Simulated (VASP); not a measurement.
The system is Ta2S.

```
CELL_PARAMETERS angstrom
3.03738 0.00000 0.00000
0.00000 3.03738 0.00000
0.00000 0.00000 6.45132
ATOMIC_POSITIONS crystal
Ta 0.50000 0.50000 0.25820
Ta 0.50000 0.50000 0.74180
S 0.50000 0.50000 0.50000
```

```yaml
Program: VASP 6.6.1
Task: relaxation of cell and atoms
Functional: PBE
Potentials_or_basis: VASP PAW PBE potentials, release 64 (Ta_pv, S)
Cutoff: 600 eV
k_mesh: 6 × 6 × 4
Occupations: gaussian, width 0.1 eV
Spin: no spin polarisation
```

At the start: pressure 157.0 GPa; volume 19.84 Å³/atom.

Question: Where does the relaxation end?

Answer: Over 58 steps the energy falls by 8934.0 meV/atom and the volume is 19.67 Å³/atom (-0.9 %); space group P4/mmm (No. 123, to 0.05 Å).

Step by step:
```csv
step,energy change (eV),largest force (eV/Å),pressure (GPa),volume (Å³)
1,0.0000,59.9458,157.00,59.52
3,-18.7407,0.5742,-21.90,132.29
5,-22.1352,6.3362,-2.47,105.46
7,-22.7193,1.0443,-12.69,111.29
9,-22.8274,0.2424,-10.35,109.32
11,-24.0431,0.8304,-0.15,87.10
13,-24.0826,0.1915,-0.61,85.99
15,-24.1109,0.1714,-1.13,85.00
17,-24.2833,0.0410,-1.87,80.23
19,-25.8150,4.6754,4.43,59.38
21,180.9054,760.0695,734.96,58.81
23,161.9177,605.1613,1270.51,35.48
25,247.9065,621.7762,2070.44,29.19
27,242.5332,602.5840,2041.75,29.24
29,219.9942,520.4981,1912.85,29.47
31,153.4164,249.2093,1500.93,30.39
33,92.4567,156.0083,796.67,34.08
35,53.6709,108.1688,574.65,36.70
37,-19.0083,9.8947,97.33,48.65
39,-25.3314,3.2014,18.77,55.83
41,-25.8617,4.6878,-3.43,63.79
43,-25.8817,4.3850,-4.61,64.40
45,-26.1873,2.7282,-6.77,64.33
47,-26.4053,1.3389,-7.37,63.15
49,-26.6156,0.9039,11.11,54.48
51,-26.6765,1.1833,4.26,56.94
53,-26.7765,0.0800,3.56,57.69
55,-26.8010,0.0267,-0.34,59.28
57,-26.8017,0.0164,-0.13,59.14
58,-26.8019,0.0052,0.05,59.01
```

Final structure:
```
Ta S
1.0
     2.78799    0.00000    0.00000
     0.00000    2.78799    0.00000
     0.00000    0.00000    7.59141
Ta S
2 1
Direct
  0.50000 0.50000 0.81356
  0.50000 0.50000 0.18644
  0.50000 0.50000 0.50000
```
